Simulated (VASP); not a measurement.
**AlNi3: single point with PBEsol**

The system is AlNi3.

```
Al Ni
1.0
     0.00000    2.80189    2.80189
     2.80189    0.00000    2.80189
     2.80189    2.80189    0.00000
Al Ni
1 3
Direct
  0.50000 0.50000 0.50000
  0.25000 0.25000 0.25000
  0.00000 0.00000 0.00000
  0.75000 0.75000 0.75000
```

```yaml
Program: VASP 6.6.1
Task: single point
Functional: PBEsol
Potentials_or_basis: VASP PAW PBE potentials, release 64 (Al, Ni)
Cutoff: 520 eV
k_mesh: 14 × 14 × 14
Occupations: gaussian, width 0.1 eV
Spin: no spin polarisation
```

The pressure is -0.6 GPa and the band gap on the k mesh is zero (an odd number of electrons rules out a gap without spin polarisation).

Levels at points of the mesh, in eV from the Fermi level:
| k point | band 12 | band 13 | band 14 | band 15 | band 16 | band 17 | band 18 | band 19 | band 20 | band 21 |
| --- | --- | --- | --- | --- | --- | --- | --- | --- | --- | --- |
| (0.00, 0.00, 0.00) | -0.91 | -0.56 | -0.56 | -0.51 | -0.51 | 5.44 | 5.44 | 5.44 | 5.93 | 5.93 |
| (0.50, 0.00, 0.00) | -1.73 | -0.64 | -0.64 | -0.47 | -0.47 | -0.15 | 4.33 | 4.33 | 4.81 | 4.81 |
| (0.50, 0.50, 0.00) | -1.19 | -1.06 | -0.75 | -0.59 | -0.36 | -0.35 | -0.35 | -0.04 | 4.26 | 4.68 |

Wall time 86 s on 1 thread of Intel(R) Xeon(R) 6975P-C (Granite Rapids) (shared host), peak memory 0.23 GiB.

Caveat: the PAW data sets were made with another functional, which shifts forces and pressure a little. Spin polarisation is off, so any magnetic state and its effect on volume and gap are missing.
